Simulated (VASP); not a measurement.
Runs of VASP 6.6.1 on AlCo (rocksalt type). The structure is that of space group Fm-3m (No. 225), or close to it. The cells are those of the table. 

```tsv
task	cell	cutoff (eV)	gap on the mesh (eV)	pressure (GPa)
single point	a = 3.349 Å, angles 60.0°, 2 atoms	520	none	-0.2
single point	a = 3.281 Å, angles 60.0°, 2 atoms	520	none	9.0
single point	a = 2.744 Å, angles 60.0°, 2 atoms	520	none	(a)
single point	a = 3.109 Å, angles 60.0°, 2 atoms	520	none	46.3
single point	a = 3.209 Å, angles 60.0°, 2 atoms	520	none	21.6
single point	a = 3.002 Å, angles 60.0°, 2 atoms	520	none	84.8
relaxation of cell and atoms	relaxed from a = 3.414 Å, angles 60.0°, 2 atoms	600	none	0.0
single point	a = 2.886 Å, angles 60.0°, 2 atoms	520	none	(b)
```

Alike in all rows: level r2SCAN; potentials or basis VASP PAW PBE potentials, release 64 (Co, Al); no spin polarisation; k mesh 15 × 15 × 15; smearing fermi-dirac 0.08 eV.

Question: Estimate the missing entries.

Answer: (a) 266.5; (b) 146.4.

Caveats: the PAW data sets were made with another functional, which shifts forces and pressure a little; the run has no spin polarisation, though such a crystal can be magnetic; the cell stands under pressure (at least some runs).

A gap of «none» marks levels without a gap at the run's occupations.
